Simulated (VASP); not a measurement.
**BAs (rocksalt type): single point with PBE**

Crystal: BAs (rocksalt type).

```
CELL_PARAMETERS angstrom
0.00000 1.98883 1.98883
1.98883 0.00000 1.98883
1.98883 1.98883 0.00000
ATOMIC_POSITIONS crystal
B 0.00000 0.00000 0.00000
As 0.50000 0.50000 0.50000
```

This cell differs from its parent crystal: volume scaled by 0.64.

```
Program                : VASP 6.6.1
Task                   : single point
Functional             : PBE
Potentials or basis    : VASP PAW PBE potentials, release 64 (B, As)
Cutoff                 : 520 eV
k mesh                 : 15 × 15 × 15
Occupations            : fermi-dirac, width 0.08 eV
Spin                   : no spin polarisation
Dipole correction      : no
Further INCAR settings : ALGO = Normal; EDIFF = 1e-06; NBANDS = 11
```

```json
{
 "Pressure": "148.4 GPa",
 "Band gap on the k mesh": "zero (band 4 reaches 14.97 eV, above the bottom of band 5 at 11.78 eV)"
}
```

Levels at points of the mesh, in eV from the Fermi level:
```csv
k point,band 1,band 2,band 3,band 4,band 5,band 6,band 7,band 8
"(0.00, 0.00, 0.00)",-21.52,-0.32,-0.32,-0.32,9.03,9.03,9.03,11.19
```

It took 9.3 s on 1 thread of Intel(R) Xeon(R) Platinum 8488C (Sapphire Rapids), on a shared host, peak memory 0.15 GiB.
